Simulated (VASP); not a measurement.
Crystal: Hf.

```
Hf
1.0
    -1.80500    1.80500    1.80500
     1.80500   -1.80500    1.80500
     1.80500    1.80500   -1.80500
Hf
1
Direct
  0.00000 0.00000 0.00000
```

Base run:

```yaml
Program: VASP 6.6.1
Functional: PBE
Potentials_or_basis: VASP PAW PBE potentials, release 64 (Hf_pv)
Cutoff: 520 eV
k_mesh: 7 × 7 × 7
Occupations: fermi-dirac, width 0.1 eV
Spin: no spin polarisation
```

Its results: band gap on the k mesh zero (band 5 reaches 5.72 eV, above the bottom of band 6 at 3.73 eV); pressure -4.4 GPa.

**Question.** The run is repeated on the same cell with these changes: k mesh from 7 × 7 × 7 to 3 × 3 × 3. What comes out?

**Answer.** Band gap on the k mesh zero (band 5 reaches 5.71 eV, above the bottom of band 6 at 3.70 eV); pressure -4.9 GPa.

Caveats: some runs use coarse meshes; spin-orbit coupling is left out, which moves the levels of the heavy elements.
